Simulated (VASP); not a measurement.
Crystal: Rb3Mg.

```
CELL_PARAMETERS angstrom
4.12774 0.00000 0.00000
0.00000 4.12774 0.00000
0.00000 0.00000 8.36531
ATOMIC_POSITIONS crystal
Rb 0.00000 0.00000 0.74742
Rb 0.00000 0.00000 0.25258
Rb 0.50000 0.50000 0.00000
Mg 0.50000 0.50000 0.50000
```

```yaml
Program: VASP 6.6.1
Task: relaxation of cell and atoms
Functional: PBE
Potentials_or_basis: VASP PAW PBE potentials, release 64 (Rb_sv, Mg)
Cutoff: 600 eV
k_mesh: 4 × 4 × 2
Occupations: gaussian, width 0.1 eV
Spin: no spin polarisation
```

At the start: pressure 8.3 GPa; volume 35.63 Å³/atom.

How do energy, volume and symmetry change on relaxing?

Over 22 steps the energy falls by 567.5 meV/atom and the volume is 69.37 Å³/atom (+94.7 %); space group P4/mmm (No. 123, to 0.05 Å).

Step by step:
```csv
step,energy change (eV),largest force (eV/Å),pressure (GPa),volume (Å³)
1,0.0000,0.6650,8.33,142.53
2,-1.4371,0.4996,3.13,184.26
3,-1.9955,0.3553,0.80,231.64
4,-1.9007,0.1667,-0.66,349.44
5,-2.0857,0.2499,-0.20,283.34
6,-2.0930,0.2662,0.37,272.87
7,-2.0889,0.2558,-0.17,279.88
8,-2.0912,0.2611,-0.13,276.36
9,-2.1009,0.2532,-0.12,275.89
10,-2.1270,0.2134,-0.12,274.48
11,-2.1667,0.1344,-0.09,271.68
12,-2.1858,0.0659,0.04,266.13
13,-2.1898,0.0027,-0.01,267.83
14,-2.2086,0.0060,0.03,265.52
15,-2.2318,0.0146,0.27,256.28
16,-2.2416,0.0050,0.16,262.77
17,-2.2607,0.0075,-0.10,281.86
18,-2.2608,0.0164,-0.15,285.56
19,-2.2610,0.0072,-0.13,283.64
20,-2.2650,0.0261,-0.15,285.96
21,-2.2650,0.0257,-0.15,285.99
22,-2.2701,0.0048,-0.02,277.50
```

Final structure:
```
Rb Mg
1.0
     4.53549    0.00000    0.00000
     0.00000    4.53549    0.00000
     0.00000    0.00000   13.48995
Rb Mg
3 1
Direct
  0.00000 0.00000 0.68439
  0.00000 0.00000 0.31561
  0.50000 0.50000 0.00000
  0.50000 0.50000 0.50000
```

Caveat: the k points lie up to 0.35 Å⁻¹ apart in the final cell; the volume moved by over 15 % at a fixed basis, so the end points are rough.
